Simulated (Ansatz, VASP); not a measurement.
# BeZn2TeS2: VASP beside Ansatz

```
Be Zn Te S
1.0
     4.46466    0.00000    0.00000
     0.00000    4.46466    0.00000
     0.00000    0.00000    6.30163
Be Zn Te S
1 2 1 2
Direct
  0.00000 0.00000 0.00000
  0.50000 0.50000 0.00000
  0.00000 0.00000 0.50000
  0.50000 0.50000 0.50000
  0.50000 0.00000 0.75815
  0.00000 0.50000 0.24185
```

Change from the starting cell: species swapped into the Li2MgCdP2 type (P-4m2, No. 115).

Alike in both runs: task relaxation of cell and atoms; functional PBE; k mesh 4 × 4 × 4; occupations gaussian, width 0.1 eV; no spin polarisation.

|  | VASP | Ansatz |
| --- | --- | --- |
| version | VASP 6.6.1 | Ansatz 0.2.0 |
| potentials or method | VASP PAW PBE potentials, release 64 (Be, Zn, Te, S), cutoff 600 eV | scalar-relativistic, plane waves, PAW |
| valence electrons in the cell | 44 | 54 |

|  | VASP | Ansatz | Ansatz less VASP |
| --- | --- | --- | --- |
| gap on the k mesh at the Fermi level, each at its own relaxed structure (eV) | none | none | - |
| relaxed volume (Å³/atom) | 24.93 | 27.18 | +2.248 |
| relaxed length of the cell vector where the two differ most in proportion (Å) | 10.185 | 11.136 | +0.9514 |

A gap of «none» marks a metal or a gap that the smearing closes. One of these differences is far larger than is usual between the two programs; its cause wasn't traced. VASP's potentials hold 44 valence electrons a cell and Ansatz's 54, so a difference there can come from the potentials and not from the codes.

Neither program's run includes spin-orbit coupling. Noted on VASP's run: the volume moved by over 15 % at a fixed basis, so the end points are rough.
